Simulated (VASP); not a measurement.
Mn, 2 atoms in the cell. Symmetry: P6_3/mmc, No. 194, hexagonal system. Conventional cell: a = 2.484 Å, b = 2.484 Å, c = 4.026 Å, α = 90.00°, β = 90.00°, γ = 120.00°. Within 3.3 Å of Mn (site symmetry -6m2) lie 12 Mn at 2.47 to 2.48 Å. 

```yaml
Program: VASP 6.6.1
Task: single point
Functional: PBE
Potentials_or_basis: VASP PAW PBE potentials, release 64 (Mn_pv)
Cutoff: 520 eV
k_mesh: 10 × 10 × 6
Occupations: fermi-dirac, width 0.05 eV
Spin: collinear spin, ferromagnetic start
Starting_moments: "[5.0, 5.0] μB"
Fixed_moment: 10 μB
Dipole_correction: no
Further_INCAR_settings: ALGO = Normal; EDIFF = 1e-06; NBANDS = 24
```

Potentials or basis: VASP PAW PBE potentials, release 64 (Mn_pv).

Run with:

```sh
$ cat potpaw_PBE.64/Mn_pv/POTCAR > POTCAR
$ mpirun -np 1 vasp_std > vasp.out
```

Hardware: 1 thread of Intel(R) Xeon(R) 6975P-C (Granite Rapids) (shared host).

Task: How long does it take, and how much memory?

Result: It took 25 s on 1 thread of Intel(R) Xeon(R) 6975P-C (Granite Rapids), on a shared host, peak memory 0.15 GiB. Counts: scf iterations 13, k points 56.
